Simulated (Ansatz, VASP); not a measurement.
**As: VASP beside Ansatz**

```
CELL_PARAMETERS angstrom
2.70368 0.00000 0.00000
0.00000 2.70368 0.00000
0.00000 0.00000 2.70368
ATOMIC_POSITIONS crystal
As 0.50000 0.50000 0.50000
```

Alike in both runs: task single point; functional PBEsol; k mesh 6 × 6 × 6; occupations fermi-dirac, width 0.03 eV; no spin polarisation.

|  | VASP | Ansatz |
| --- | --- | --- |
| version | VASP 6.6.1 | Ansatz 0.2.0 |
| potentials or method | VASP PAW PBE potentials, release 64 (As), cutoff 500 eV | all-electron LAPW, scalar-relativistic |

```tsv
	VASP	Ansatz	Ansatz less VASP
gap on the k mesh at the Fermi level (eV)	none	none	-
pressure (GPa)	-1.1	-1.4	-0.26
```

VASP's potentials were made for PBE, not for PBEsol. A gap of «none» marks a metal or a gap that the smearing closes. Ansatz ran all-electron here, and VASP with PAW potentials.

The k mesh is coarse, so the values compare programs but aren't converged. Noted on Ansatz's run: the k mesh is thin for a metal, which can move the energy by tens of meV per atom.
